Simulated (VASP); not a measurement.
# Re (I4/mmm) in VASP: a series of runs

Runs on Re. Level: PBEsol. Tasks: single point.

Everything below comes from runs of VASP 6.6.1. Logs are shortened: lines on timing, memory, paths and dates and some standing lists are left out, and cuts for length are marked.

### 1 The cell of the first run

Symmetry: I4/mmm, No. 139, tetragonal system. Conventional cell: a = 3.034 Å, b = 3.034 Å, c = 3.347 Å, α = 90.00°, β = 90.00°, γ = 90.00°. Re (site symmetry 4/mmm) has 14 Re at 2.72 to 3.35 Å within 3.6 Å.

### 2 Single point, PBEsol

INCAR

```
SYSTEM = Re
PREC     = Accurate       ! precision mode
ENCUT    = 520            ! plane-wave cutoff, eV
EDIFF    = 1E-6           ! SCF threshold, eV
ISMEAR   = 0              ! smearing method
SIGMA    = 0.15           ! smearing width, eV
LREAL    = .FALSE.        ! projectors in reciprocal space
LASPH    = .TRUE.         ! aspherical terms in the spheres
NELM     = 60             ! most SCF steps
ALGO     = Normal         ! electronic algorithm
ISIF     = 2              ! what is computed and relaxed
LWAVE    = .FALSE.        ! write WAVECAR
LCHARG   = .TRUE.         ! write CHGCAR
GGA      = PS             ! functional
LELF     = .TRUE.         ! ELF
LVHAR    = .TRUE.       
NBANDS   = 10             ! bands
```

KPOINTS

```
Automatic mesh
0
G
  22 22 22
  0 0 0
```

POSCAR

```
Re
1.0
    0.0000000000      2.1455348132      1.6735171543
    2.1455348132      0.0000000000      1.6735171543
    2.1455348132      2.1455348132      0.0000000000
Re
1
Direct
    0.0000000000      0.0000000000      0.0000000000
```

Potentials or basis: VASP PAW PBE potentials, release 64 (Re).

Launch:

```console
$ cat potpaw_PBE.64/Re/POTCAR > POTCAR
$ mpirun -np 1 vasp_std > vasp.out
```

OUTCAR:

```text
SYSTEM = Re
   PREC = Accurate
   ENCUT = 520
   EDIFF = 1E-6
   ISMEAR = 0
   LREAL = .FALSE.
   LASPH = .TRUE.
   NELM = 60
   ISIF = 2
   GGA = PS

 ion  position               nearest neighbor table
   1  0.000  0.000  0.000-

  LATTYP: Found a body centered tetragonal cell.
 ALAT       =     3.0342444314
 C/A-ratio  =     1.1030865787

  Lattice vectors:

 A1 = (   0.0000000000,  -2.1455348132,  -1.6735171543)
 A2 = (   0.0000000000,   2.1455348132,  -1.6735171543)
 A3 = (   2.1455348132,   0.0000000000,   1.6735171543)

Analysis of symmetry for initial positions (statically):
=====================================================================
 Subroutine PRICEL returns:
 Original cell was already a primitive cell.

 Routine SETGRP: Setting up the symmetry group for a
 body centered tetragonal supercell.

 Subroutine GETGRP returns: Found 16 space group operations
 (whereof 16 operations were pure point group operations)
 out of a pool of 16 trial point group operations.

The static configuration has the point symmetry D_4h.

Analysis of symmetry for dynamics (positions and initial velocities):
=====================================================================
 Subroutine PRICEL returns:
 Original cell was already a primitive cell.

 Routine SETGRP: Setting up the symmetry group for a
 body centered tetragonal supercell.

 Subroutine GETGRP returns: Found 16 space group operations
 (whereof 16 operations were pure point group operations)
 out of a pool of 16 trial point group operations.

The dynamic configuration has the point symmetry D_4h.

 Subroutine INISYM returns: Found 16 space group operations
 (whereof 16 operations are pure point group operations),
 and found     1 'primitive' translations

----------------------------------------------------------------------------------------

                                     Primitive cell

  volume of cell :      15.4075

  direct lattice vectors                    reciprocal lattice vectors
     0.000000000  2.145534813  1.673517154    -0.233042129  0.233042129  0.298771960
     2.145534813  0.000000000  1.673517154     0.233042129 -0.233042129  0.298771960
     2.145534813  2.145534813  0.000000000     0.233042129  0.233042129 -0.298771960

  length of vectors
     2.721025413  2.721025413  3.034244431     0.444839242  0.444839242  0.444839242

  position of ions in fractional coordinates (direct lattice)
     0.000000000  0.000000000  0.000000000

  ion indices of the primitive-cell ions
   primitive index   ion index
                 1           1

----------------------------------------------------------------------------------------

 KPOINTS: Automatic mesh

Automatic generation of k-mesh.
 Grid dimensions read from file:
 generate k-points for:   22   22   22

 Generating k-lattice:

  Cartesian coordinates                     Fractional coordinates (reciprocal lattice)
    -0.010592824  0.010592824  0.013580544     0.045454545  0.000000000  0.000000000
     0.010592824 -0.010592824  0.013580544     0.000000000  0.045454545  0.000000000
     0.010592824  0.010592824 -0.013580544    -0.000000000 -0.000000000  0.045454545

  Length of vectors
     0.020219966  0.020219966  0.020219966

  Shift w.r.t. Gamma in fractional coordinates (k-lattice)
     0.000000000  0.000000000  0.000000000

 Subroutine IBZKPT returns following result:
 ===========================================

 Found    834 irreducible k-points:

 Following reciprocal coordinates:
            Coordinates               Weight
  0.000000  0.000000  0.000000      1.000000
  0.045455 -0.000000  0.000000      8.000000
  0.090909 -0.000000  0.000000      8.000000
  0.136364  0.000000  0.000000      8.000000
  0.181818  0.000000  0.000000      8.000000
  0.227273 -0.000000  0.000000      8.000000
[... 16 lines left out ...]
  0.500000  0.045455  0.000000      8.000000
 -0.454545  0.045455  0.000000      8.000000
 [... further k-points ...]
   k-points           NKPTS =    834   k-points in BZ     NKDIM =    834   number of bands    NBANDS=     10
   number of dos      NEDOS =    301   number of ions     NIONS =      1
   total plane-waves  NPLWV =   9600
   dimension x,y,z NGX =    20 NGY =   20 NGZ =   24
   dimension x,y,z NGXF=    40 NGYF=   40 NGZF=   48
   ions per type =               1
   NGX,Y,Z   is equivalent  to a cutoff of  12.22, 12.22, 13.15 a.u.
   NGXF,Y,Z  is equivalent  to a cutoff of  24.44, 24.44, 26.30 a.u.
 SYSTEM =  Re
   PREC   = accura    normal or accurate (medium, high low for compatibility)
   ISTART =      0    job   : 0-new  1-cont  2-samecut
   ICHARG =      2    charge: 1-file 2-atom 10-const
   ISPIN  =      1    spin polarized calculation?
   LNONCOLLINEAR =      F non collinear calculations
   LSORBIT =      F    spin-orbit coupling
   LASPH  =      T    aspherical Exc in radial PAW
   ENCUT  =  520.0 eV  38.22 Ry    6.18 a.u.   5.06  5.06  5.64*2*pi/ulx,y,z
[... 61 lines left out ...]
      4       6.3342      2.00000
      5       7.9526      0.38148
      6       9.3334      0.00000
      7      22.4632      0.00000
      8      24.2704      0.00000
      9      24.2704      0.00000
     10      33.3698      0.00000

 k-point     2 :       0.0455   -0.0000    0.0000
  band No.  band energies     occupation
      1      -2.3147      2.00000
      2       5.2045      2.00000
      3       5.2361      2.00000
      4       6.3439      2.00000
      5       7.9093      0.64066
      6       9.2951      0.00000
      7      22.6277      0.00000
      8      24.3497      0.00000
      9      24.4269      0.00000
     10      31.9569      0.00000

 k-point     3 :       0.0909   -0.0000    0.0000
  band No.  band energies     occupation
      1      -2.0377      2.00000
      2       5.1858      2.00000
      3       5.2739      2.00000
      4       6.4257      2.00000
      5       7.8000      1.42686
      6       9.2013      0.00000
      7      23.0599      0.00000
      8      24.5266      0.00000
      9      24.8880      0.00000
     10      30.6660      0.00000

 k-point     4 :       0.1364    0.0000    0.0000
  band No.  band energies     occupation
      1      -1.5984      2.00000
      2       5.1304      2.00000
      3       5.2197      2.00000
      4       6.6934      2.00000
      5       7.6832      1.90410
      6       9.0963      0.00000
      7      23.5443      0.00000
      8      24.6362      0.00000
      9      25.6306      0.00000
     10      29.9310      0.00000

 k-point     5 :       0.1818    0.0000    0.0000
  band No.  band energies     occupation
      1      -1.0353      2.00000
      2       5.0352      2.00000
      3       5.0487      2.00000
      4       7.1860      2.00000
      5       7.6254      1.97287
      6       9.0193      0.00000
      7      23.5540      0.00000
      8      24.6753      0.00000
      9      26.6214      0.00000
     10      29.9014      0.00000

 k-point     6 :       0.2273   -0.0000    0.0000
  band No.  band energies     occupation
      1      -0.4142      2.00000
      2       4.8120      2.00000
      3       4.9541      2.00000
      4       7.6502      1.95186
      5       7.8613      0.98850
      6       8.9992      0.00000
      7      22.8614      0.00000
      8      24.4801      0.00000
      9      27.8200      0.00000
     10      30.1032      0.00000
[... 183 lines left out ...]
 k-point    21 :       0.4091    0.0455    0.0000
  band No.  band energies     occupation
      1       0.9619      2.00000
      2       4.0649      2.00000
      3       6.3543      2.00000
      4       7.7323      1.77052
      5       9.6414      0.00000
      6      11.2892      0.00000
      7      18.4590      0.00000
      8      21.2311      0.00000
      9      26.3874      0.00000
     10      31.0877      0.00000

 k-point    22 :       0.4545    0.0455    0.0000
  band No.  band energies     occupation
      1       0.9683      2.00000
      2       3.9608      2.00000
      3       6.9759      2.00000
      4       7.6430      1.95906
      5       9.9754      0.00000
      6      11.8532      0.00000
      7      17.5554      0.00000
      8      20.7252      0.00000
      9      25.5012      0.00000
     10      30.3992      0.00000

 k-point    23 :       0.5000    0.0455    0.0000
  band No.  band energies     occupation
      1       0.9636      2.00000
      2       3.9190      2.00000
      3       7.0798      2.00000
      4       7.8268      1.24448
      5      10.1226      0.00000
      6      12.0436      0.00000
      7      17.1396      0.00000
      8      20.5229      0.00000
      9      25.2093      0.00000
     10      30.0554      0.00000

 k-point    24 :      -0.4545    0.0455    0.0000
  band No.  band energies     occupation
      1       0.9690      2.00000
      2       3.9424      2.00000
      3       6.7878      2.00000
      4       8.0058      0.16868
      5      10.0478      0.00000
      6      11.7995      0.00000
      7      17.4125      0.00000
      8      20.5895      0.00000
      9      25.5842      0.00000
     10      30.0832      0.00000

 [... further k-points ...]

------------------------ aborting loop because EDIFF is reached ----------------------------------------

  FORCE on cell =-STRESS in cart. coord.  units (eV):
  Direction    XX          YY          ZZ          XY          YZ          ZX
  --------------------------------------------------------------------------------------
  -------------------------------------------------------------------------------------
  Total       -1.8641902     -1.8641902     -0.9826812      0.0000000      0.0000000     -0.0000000
  in kB     -193.8516497   -193.8516497   -102.1861232      0.0000000      0.0000000     -0.0000000
  external PRESSURE =    -163.2964742 kB  Pullay stress =       0.0000000 kB

 VOLUME and BASIS-vectors are now :
 -----------------------------------------------------------------------------
  energy-cutoff  :      520.00
  volume of cell :       15.41
      direct lattice vectors                 reciprocal lattice vectors
     0.000000000  2.145534813  1.673517154    -0.233042129  0.233042129  0.298771960
     2.145534813  0.000000000  1.673517154     0.233042129 -0.233042129  0.298771960
     2.145534813  2.145534813  0.000000000     0.233042129  0.233042129 -0.298771960

 POSITION                                       TOTAL-FORCE (eV/Angst)
 -----------------------------------------------------------------------------------
      0.00000      0.00000      0.00000         0.000000      0.000000      0.000000
 -----------------------------------------------------------------------------------
    total drift:                                0.000000     -0.000000     -0.000000

  FREE ENERGIE OF THE ION-ELECTRON SYSTEM (eV)
  ---------------------------------------------------
  free  energy   TOTEN  =       -13.0217342604 eV

  energy  without entropy=      -13.0058415142  energy(sigma->0) =      -13.01378789
```

Run time: 64 s. Hardware: 1 thread of Intel Xeon Platinum 8559C (Emerald Rapids), shared host; peak memory 0.24 GiB.

Results:

| Property | Result |
| --- | --- |
| Free energy | -13.0217 eV |
| Pressure | -16.3 GPa |

Stress tensor (GPa, compression positive):
```
-19.39   0.00   0.00
  0.00 -19.39   0.00
  0.00   0.00 -10.22
```

Caveat: the PAW data sets were made with another functional, which shifts forces and pressure a little; spin-orbit coupling is left out, which moves the levels of the heavy elements.

### 3 Single point, PBEsol

This run uses another cell than the first one, of the same volume but with other edges.

INCAR

```
SYSTEM = Re
  PREC = Accurate
  ENCUT = 520
  EDIFF = 1E-7
  ISMEAR = 0
  SIGMA = 0.15
  LREAL = .False.
  LASPH = .True.
  NELM = 80
  ALGO = Normal
  ISIF = 2
  LWAVE = .False.
  LCHARG = .False.
  GGA = PS
  NBANDS = 10
```

KPOINTS

```
Automatic mesh
0
Gamma
  22 22 22
  0 0 0
```

POSCAR

```
Re
1.0
    0.0000000000      1.8096141460      2.3524983898
    1.8096141460      0.0000000000      2.3524983898
    1.8096141460      1.8096141460      0.0000000000
Re
1
Direct
    0.0000000000      0.0000000000      0.0000000000
```

Potentials or basis: VASP PAW PBE potentials, release 64 (Re).

Launch:

```console
$ cat potpaw_PBE.64/Re/POTCAR > POTCAR
$ mpirun -np 1 vasp_std > vasp.out
```

Wall time 51 s (1 thread of Intel Xeon Platinum 8559C (Emerald Rapids), shared host); peak memory 0.25 GiB.

It converged, with:

- Free energy: -12.7163 eV
- Pressure: -7.3 GPa

Stress tensor (GPa, compression positive):
```
 12.60   0.00   0.00
  0.00  12.60   0.00
  0.00   0.00 -47.23
```

Levels at points of the mesh, in eV from the Fermi level:
```csv
k point,band 1,band 2,band 3,band 4,band 5,band 6,band 7
"(0.00, 0.00, 0.00)",-10.18,-4.41,-2.30,-0.41,-0.41,3.22,14.46
"(0.50, 0.00, 0.00)",-6.84,-3.95,-0.54,-0.01,2.63,3.22,9.92
"(0.50, 0.50, 0.00)",-7.16,-5.95,-0.76,3.52,3.52,3.94,7.71
"(0.50, 0.00, 0.50)",-6.90,-5.61,1.29,1.98,4.23,6.27,9.25
```

Caveat: the PAW data sets were made with another functional, which shifts forces and pressure a little; spin-orbit coupling is left out, which moves the levels of the heavy elements.

### 4 Single point, PBEsol

This run uses another cell than the first one, of the same volume but with other edges.

INCAR

```
PREC = Accurate ; ENCUT = 520
EDIFF = 1E-7 ; ISMEAR = 0
SIGMA = 0.15 ; LREAL = F
LASPH = T ; NELM = 60
ALGO = Normal ; ISIF = 2
LWAVE = F ; LCHARG = F
GGA = PS ; NBANDS = 10
```

KPOINTS

```
regular mesh
0
Gamma
  22 22 22
```

POSCAR

```
Re
1.0
    0.0000000000      2.0306628523      1.8682098241
    2.0306628523      0.0000000000      1.8682098241
    2.0306628523      2.0306628523      0.0000000000
Re
1
Direct
    0.0000000000      0.0000000000      0.0000000000
```

Launch:

```console
$ cat potpaw_PBE.64/Re/POTCAR > POTCAR
$ mpirun -np 1 vasp_std > vasp.out
```

Run time: 52 s. Hardware: 1 thread of Intel Xeon Platinum 8559C (Emerald Rapids), shared host; peak memory 0.26 GiB.

The run converged. Its results:

| Property | Result |
| --- | --- |
| Free energy | -13.2051 eV |
| Pressure | -18.2 GPa |

Stress tensor (GPa, compression positive):
```
-24.05   0.00   0.00
  0.00 -24.05   0.00
  0.00   0.00  -6.46
```

Levels at points of the mesh, in eV from the Fermi level:
```
           k point  band 1  band 2  band 3  band 4  band 5  band 6  band 7  band 8
(0.00, 0.00, 0.00)   -9.87   -2.14   -2.14   -1.06    0.36    1.77   13.99   18.35
(0.50, 0.00, 0.00)   -6.60   -2.62   -1.37    0.13    3.13    3.90    9.32   13.25
(0.50, 0.50, 0.00)   -6.42   -5.75    3.45    3.77    4.24    4.24   10.95   10.95
(0.50, 0.00, 0.50)   -6.52   -5.52    2.03    3.33    3.63    4.69   11.53   11.84
```

Caveat: the PAW data sets were made with another functional, which shifts forces and pressure a little; spin-orbit coupling is left out, which moves the levels of the heavy elements.

### 5 Single point, PBEsol

This run uses another cell than the first one, of the same volume but with other edges.

INCAR

```
PREC     = Accurate       # precision mode
ENCUT    = 520            # plane-wave cutoff, eV
EDIFF    = 1E-6           # SCF threshold, eV
ISMEAR   = 0              # smearing method
SIGMA    = 0.15           # smearing width, eV
LREAL    = False          # projectors in reciprocal space
LASPH    = True           # aspherical terms in the spheres
NELM     = 80             # most SCF steps
ALGO     = Fast           # electronic algorithm
ISIF     = 2              # what is computed and relaxed
LWAVE    = False          # write WAVECAR
LCHARG   = True           # write CHGCAR
GGA      = PS             # functional
LELF     = True           # ELF
LVHAR    = True         
NBANDS   = 10             # bands
```

KPOINTS

```
Automatic mesh
0
Gamma
  22 22 22
```

POSCAR

```
Re
1.0
    0.0000000000      1.9132403796      2.1045644176
    1.9132403796      0.0000000000      2.1045644176
    1.9132403796      1.9132403796      0.0000000000
Re
1
Direct
    0.0000000000      0.0000000000      0.0000000000
```

Launch:

```console
$ cat potpaw_PBE.64/Re/POTCAR > POTCAR
$ mpirun -np 1 vasp_std > vasp.out
```

Wall time 62 s (1 thread of Intel Xeon Platinum 8559C (Emerald Rapids), shared host); peak memory 0.25 GiB.

Results (log left out):

```yaml
Free_energy: -13.1761 eV
Pressure: -17.6 GPa
```

Stress tensor (GPa, compression positive):
```
 -8.82   0.00   0.00
  0.00  -8.82   0.00
  0.00   0.00 -35.06
```

Levels at points of the mesh, in eV from the Fermi level:
```
           k point  band 1  band 2  band 3  band 4  band 5  band 6  band 7
(0.00, 0.00, 0.00)   -9.87   -2.69   -1.31   -1.31    0.11    2.03   14.02
(0.50, 0.00, 0.00)   -6.59   -2.67   -1.32    0.14    3.18    3.82    9.37
(0.50, 0.50, 0.00)   -6.57   -5.56    1.35    3.63    4.12    4.12   10.60
(0.50, 0.00, 0.50)   -6.46   -5.61    3.23    3.25    3.43    4.99   10.82
```

Caveat: the PAW data sets were made with another functional, which shifts forces and pressure a little; spin-orbit coupling is left out, which moves the levels of the heavy elements.

### 6 Overview

| cell | gap on the mesh (eV) | pressure (GPa) |
| --- | --- | --- |
| a = 2.721, b = 2.721, c = 3.034 Å, angles 56.1, 56.1, 67.8°, 1 atom | none | -16.3 |
| a = 2.968, b = 2.968, c = 2.559 Å, angles 64.5, 64.5, 51.1°, 1 atom | none | -7.3 |
| a = 2.759, b = 2.759, c = 2.872 Å, angles 58.6, 58.6, 62.7°, 1 atom | none | -18.2 |
| a = 2.844, b = 2.844, c = 2.706 Å, angles 61.6, 61.6, 56.8°, 1 atom | none | -17.6 |

Alike in all rows: task single point; level PBEsol; potentials or basis VASP PAW PBE potentials, release 64 (Re); no spin polarisation; k mesh 22 × 22 × 22; cutoff (eV) 520; smearing gaussian 0.15 eV.

Caveats: the PAW data sets were made with another functional, which shifts forces and pressure a little; spin-orbit coupling is left out, which moves the levels of the heavy elements.

Total energies depend on the potentials used, so only differences within one code and one set of settings carry meaning.
